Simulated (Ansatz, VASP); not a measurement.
SiC in VASP and in Ansatz

```
Si C
1.0
     0.00000    2.17845    2.17845
     2.17845    0.00000    2.17845
     2.17845    2.17845    0.00000
Si C
1 1
Direct
  0.00000 0.00000 0.00000
  0.25000 0.25000 0.25000
```

Alike in both runs: task single point; functional PBEsol; k mesh 14 × 14 × 14; no spin polarisation.

|  | VASP | Ansatz |
| --- | --- | --- |
| version | VASP 6.6.1 | Ansatz 0.2.0 |
| potentials or method | VASP PAW PBE potentials, release 64 (Si, C), cutoff 600 eV | scalar-relativistic, plane waves, PAW |
| occupations | gaussian, width 0.01 eV | fixed |
| valence electrons in the cell | 8 | 8 |

```csv
,VASP,Ansatz,Ansatz less VASP
gap on the k mesh at the Fermi level (eV),1.23,1.24,+0.010
least direct gap on the mesh (eV),4.44,4.46,+0.014
```

VASP's potentials were made for PBE, not for PBEsol, and Ansatz warns of the same on its side.
